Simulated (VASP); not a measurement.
Set up this calculation in VASP 6.6.1, as the native input.

```yaml
Task: single point
Functional: PBE
Potentials_or_basis: VASP PAW PBE potentials, release 64 (P)
Cutoff: 520 eV
k_mesh: 18 × 18 × 10
Occupations: gaussian, width 0.1 eV
Spin: no spin polarisation
Dipole_correction: no
Further_INCAR_settings: ALGO = Fast; EDIFF = 1e-06; NBANDS = 14
```

The structure of P lies in POSCAR:

```
P
1.0
    3.4667956117      0.0000000000      0.0000000000
   -1.7333978059      3.0023330695      0.0000000000
    0.0000000000      0.0000000000      5.1083978379
P
3
Direct
    0.3333333333      0.6666666667      0.0000000000
    0.0000000000      0.0000000000      0.2915050835
    0.0000000000      0.0000000000      0.7084949165
```

The cell was generated, and may not be a known phase.

These files were run (other wordings do the same):

INCAR

```
PREC = Accurate
ENCUT = 520
EDIFF = 1E-6
ISMEAR = 0
SIGMA = 0.1
LREAL = False
LASPH = True
NELM = 80
ALGO = Fast
ISIF = 2
LWAVE = False
LCHARG = True
GGA = PE
LELF = True
LVHAR = True
NBANDS = 14
```

KPOINTS

```
Automatic mesh
0
Gamma
  18 18 10
```

Potentials or basis: VASP PAW PBE potentials, release 64 (P).

Run with:

```sh
$ cat potpaw_PBE.64/P/POTCAR > POTCAR
$ mpirun -np 1 vasp_std > vasp.out
```

It gave:

```yaml
Pressure: -0.2 GPa
Largest_force: 0.030 eV/Å
Band_gap_on_the_k_mesh: zero (an odd number of electrons rules out a gap without spin polarisation)
```

Wall time 2.2 min on 1 thread of Oxide Virtual Turin-like Processor, with other jobs on the host, peak memory 0.22 GiB.
